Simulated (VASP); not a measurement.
# ZnSe (F-43m) in VASP: a series of runs, part 3 of 3

VASP 6.6.1. The steps go on from the part before.

## 6. Single point, PBE

INCAR

```
PREC     = Accurate       # precision mode
ENCUT    = 500            # plane-wave cutoff, eV
EDIFF    = 1E-6           # SCF threshold, eV
ISMEAR   = 0              # smearing method
SIGMA    = 0.1            # smearing width, eV
LREAL    = False          # projectors in reciprocal space
LASPH    = True           # aspherical terms in the spheres
NELM     = 120            # most SCF steps
ALGO     = Normal         # electronic algorithm
ISIF     = 2              # what is computed and relaxed
LWAVE    = False          # write WAVECAR
LCHARG   = False          # write CHGCAR
GGA      = PE             # functional
NELECT   = 17.75        
NBANDS   = 16             # bands
GGA_COMPAT= False
```

KPOINTS

```
Automatic mesh
0
Gamma
  4 4 4
```

POSCAR

```
ZnSe
1.0
    0.0000000000      2.8324425407      2.8324425407
    2.8324425407      0.0000000000      2.8324425407
    2.8324425407      2.8324425407      0.0000000000
Zn Se
1 1
Direct
    0.0000000000      0.0000000000      0.0000000000
    0.7500000000      0.7500000000      0.7500000000
```

Potentials or basis: VASP PAW PBE potentials, release 64 (Zn, Se).

Command:

```console
$ cat potpaw_PBE.64/Zn/POTCAR potpaw_PBE.64/Se/POTCAR > POTCAR
$ mpirun -np 1 vasp_std > vasp.out
```

OUTCAR:

```text
PREC = Accurate
   ENCUT = 500
   EDIFF = 1E-6
   ISMEAR = 0
   LREAL = False
   LASPH = True
   NELM = 120
   ISIF = 2
   GGA = PE
   NELECT = 17.75

 ion  position               nearest neighbor table
   1  0.000  0.000  0.000-   2 2.45   2 2.45   2 2.45   2 2.45
   2  0.750  0.750  0.750-   1 2.45   1 2.45   1 2.45   1 2.45

  LATTYP: Found a face centered cubic cell.
 ALAT       =     5.6648850814

  Lattice vectors:

 A1 = (   0.0000000000,   2.8324425407,   2.8324425407)
 A2 = (   2.8324425407,   0.0000000000,   2.8324425407)
 A3 = (   2.8324425407,   2.8324425407,   0.0000000000)

Analysis of symmetry for initial positions (statically):
=====================================================================
 Subroutine PRICEL returns:
 Original cell was already a primitive cell.

 Routine SETGRP: Setting up the symmetry group for a
 face centered cubic supercell.

 Subroutine GETGRP returns: Found 24 space group operations
 (whereof 24 operations were pure point group operations)
 out of a pool of 48 trial point group operations.

The static configuration has the point symmetry T_d .
[... 142 lines left out ...]

  energy without entropy =       -6.27664707  energy(sigma->0) =       -6.28290540

 E-fermi :   1.1014     XC(G=0):  -9.2129

 val. band max:        1.0668325429   @ k =   0.2500   0.0000   0.0000
 cond. band min:       1.5316677003   @ k =   0.0000   0.0000   0.0000
 fundamental gap:      0.4648351575
 Fermi energy:         1.1013941419

 k-point     1 :       0.0000    0.0000    0.0000
  band No.  band energies     occupation
      1     -11.7277      2.00000
      2      -5.0166      2.00000
      3      -5.0166      2.00000
      4      -5.0166      2.00000
      5      -4.6458      2.00000
      6      -4.6458      2.00000
[... 129 lines left out ...]
      3      -4.8120      2.00000
      4      -4.6773      2.00000
      5      -4.6752      2.00000
      6      -4.3514      2.00000
[... 8 lines left out ...]
     15      15.3932      0.00000
     16      15.8324      0.00000

------------------------ aborting loop because EDIFF is reached ----------------------------------------

  FORCE on cell =-STRESS in cart. coord.  units (eV):
  Direction    XX          YY          ZZ          XY          YZ          ZX
  --------------------------------------------------------------------------------------
  -------------------------------------------------------------------------------------
  Total       -1.2366563     -1.2366563     -1.2366563     -0.0000000      0.0000000     -0.0000000
  in kB      -43.5959619    -43.5959619    -43.5959619     -0.0000000      0.0000000     -0.0000000
  external PRESSURE =     -43.5959619 kB  Pullay stress =       0.0000000 kB

 VOLUME and BASIS-vectors are now :
 -----------------------------------------------------------------------------
  energy-cutoff  :      500.00
  volume of cell :       45.45
      direct lattice vectors                 reciprocal lattice vectors
     0.000000000  2.832442541  2.832442541    -0.176526088  0.176526088  0.176526088
     2.832442541  0.000000000  2.832442541     0.176526088 -0.176526088  0.176526088
     2.832442541  2.832442541  0.000000000     0.176526088  0.176526088 -0.176526088

 POSITION                                       TOTAL-FORCE (eV/Angst)
 -----------------------------------------------------------------------------------
      0.00000      0.00000      0.00000        -0.000000     -0.000000     -0.000000
      4.24866      4.24866      4.24866         0.000000      0.000000      0.000000
 -----------------------------------------------------------------------------------
    total drift:                                0.000000      0.000000      0.000000

  FREE ENERGIE OF THE ION-ELECTRON SYSTEM (eV)
  ---------------------------------------------------
  free  energy   TOTEN  =        -6.2891637243 eV

  energy  without entropy=       -6.2766470749  energy(sigma->0) =       -6.28290540
```

OSZICAR:

```text
N       E                     dE             d eps       ncg     rms          rms(c)
DAV:   1     0.784684513141E+02    0.78468E+02   -0.77794E+03   256   0.112E+03
DAV:   2    -0.157456980858E+01   -0.80043E+02   -0.74799E+02   280   0.230E+02
DAV:   3    -0.646553196326E+01   -0.48910E+01   -0.48685E+01   288   0.565E+01
DAV:   4    -0.650390267621E+01   -0.38371E-01   -0.38361E-01   328   0.560E+00
DAV:   5    -0.650407623371E+01   -0.17356E-03   -0.17356E-03   312   0.323E-01    0.441E+00
DAV:   6    -0.630771625529E+01    0.19636E+00   -0.73694E-01   320   0.271E+01    0.360E+00
DAV:   7    -0.629036364617E+01    0.17353E-01   -0.15063E-01   288   0.490E+00    0.166E+00
DAV:   8    -0.628904622789E+01    0.13174E-02   -0.83366E-03   296   0.919E-01    0.381E-01
DAV:   9    -0.628911211211E+01   -0.65884E-04   -0.12829E-03   344   0.412E-01    0.622E-02
DAV:  10    -0.628913696798E+01   -0.24856E-04   -0.18860E-04   304   0.154E-01    0.401E-02
DAV:  11    -0.628916284786E+01   -0.25880E-04   -0.33279E-05   312   0.391E-02    0.587E-03
DAV:  12    -0.628916372431E+01   -0.87645E-06   -0.74443E-07   264   0.711E-03
   1 F= -.62891637E+01 E0= -.62829054E+01  d E =-.125166E-01
```

It took 9.9 s on 1 thread of AMD EPYC 7R13, shared host; peak memory 0.16 GiB.

What came out:

| Quantity | Value |
| --- | --- |
| Free energy | -6.2892 eV |

Caveat: the k points lie up to 0.48 Å⁻¹ apart; the cell carries a net charge on a neutralising background, which shifts energy and pressure; the cell is charged against a uniform background, so pressure and absolute levels hang on convention.

## 7. Overview

| level | cell | k mesh | cutoff (eV) | gap on the mesh (eV) | pressure (GPa) |
| --- | --- | --- | --- | --- | --- |
| PBE+D3(BJ) | a = 4.006 Å, angles 60.0°, 2 atoms | 4 × 4 × 4 | 500 | 1.28 | 0.3 |
| PBE | a = 4.060 Å, angles 60.0°, 2 atoms | 4 × 4 × 4 | 500 | 1.12 | 0.2 |
| r2SCAN | a = 4.006 Å, angles 60.0°, 2 atoms | 2 × 2 × 2 | 550 | 1.75 | 6.0 |

Alike in all rows: task single point; potentials or basis VASP PAW PBE potentials, release 64 (Zn, Se); no spin polarisation; smearing gaussian 0.1 eV.

Caveats: all runs use coarse meshes; three body term missing (some runs); the PAW data sets were made with another functional, which shifts forces and pressure a little (some runs).

Absolute energies hang on the potentials; compare differences alone.
